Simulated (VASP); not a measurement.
Here is a VASP 6.6.1 calculation.

Contents of INCAR:

```
SYSTEM = Zr
  PREC = Accurate
  ENCUT = 520
  EDIFF = 1E-7
  ISMEAR = -1
  SIGMA = 0.1
  LREAL = .FALSE.
  LASPH = .TRUE.
  NELM = 60
  ALGO = Normal
  ISIF = 2
  LWAVE = .FALSE.
  LCHARG = .FALSE.
  GGA = CA
  NBANDS = 19
```

File KPOINTS:

```
regular mesh
0
G
  19 19 10
  0 0 0
```

The input POSCAR:

```
Zr
1.0
    3.1853385915      0.0000000000      0.0000000000
   -1.5926692957      2.7585841399      0.0000000000
    0.0000000000      0.0000000000      5.1564385310
Zr
2
Direct
    0.3333333333      0.6666666667      0.2500000000
    0.6666666667      0.3333333333      0.7500000000
```

Potentials or basis: VASP PAW LDA potentials, release 64 (Zr_sv).

Launch:

```console
$ cat potpaw_LDA.64/Zr_sv/POTCAR > POTCAR
$ mpirun -np 1 vasp_std > vasp.out
```

Problem. Estimate the pressure.

Solution. -3.7 GPa.

Problem. Predict the band gap on the k mesh.

Solution. Zero (bands 12 and 13 overlap by 1.23 eV).

Stress tensor (GPa, compression positive):
```
-3.57  0.00  0.00
 0.00 -3.57  0.00
 0.00  0.00 -3.89
```

Caveat: the cell stands under tension.
